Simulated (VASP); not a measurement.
A run of VASP 6.6.1:

File INCAR:

```
SYSTEM = SrTiO3
PREC     = Accurate       ! precision mode
ENCUT    = 520            ! plane-wave cutoff, eV
EDIFF    = 1E-8           ! SCF threshold, eV
ISMEAR   = -1             ! smearing method
SIGMA    = 0.05           ! smearing width, eV
LREAL    = .False.        ! projectors in reciprocal space
LASPH    = .True.         ! aspherical terms in the spheres
NELM     = 80             ! most SCF steps
ALGO     = Normal         ! electronic algorithm
ISIF     = 2              ! what is computed and relaxed
LWAVE    = .False.        ! write WAVECAR
LCHARG   = .False.        ! write CHGCAR
GGA      = PE             ! functional
LEFG     = .True.       
NBANDS   = 28             ! bands
```

KPOINTS

```
regular mesh
0
Gamma
  7 7 7
  0 0 0
```

The input POSCAR:

```
SrTiO3
1.0
    3.9050000000      0.0000000000      0.0000000000
    0.0000000000      3.9050000000      0.0000000000
    0.0000000000      0.0000000000      3.7878500000
Sr Ti O
1 1 3
Direct
    0.0000000000      0.0000000000      0.0000000000
    0.5000000000      0.5000000000      0.5000000000
    0.0000000000      0.5000000000      0.5000000000
    0.5000000000      0.0000000000      0.5000000000
    0.5000000000      0.5000000000      0.0000000000
```

Potentials or basis: VASP PAW PBE potentials, release 64 (Sr_sv, Ti_sv, O).

Command:

```console
$ cat potpaw_PBE.64/Sr_sv/POTCAR potpaw_PBE.64/Ti_sv/POTCAR potpaw_PBE.64/O/POTCAR > POTCAR
$ mpirun -np 1 vasp_std > vasp.out
```

Hardware: 1 thread of Intel Xeon 6975P-C, on a shared host.

Estimate the wall time of this run.

It took 99 s on 1 thread of Intel Xeon 6975P-C (shared host), peak memory 0.21 GiB. Counts: scf iterations 20, k points 40.
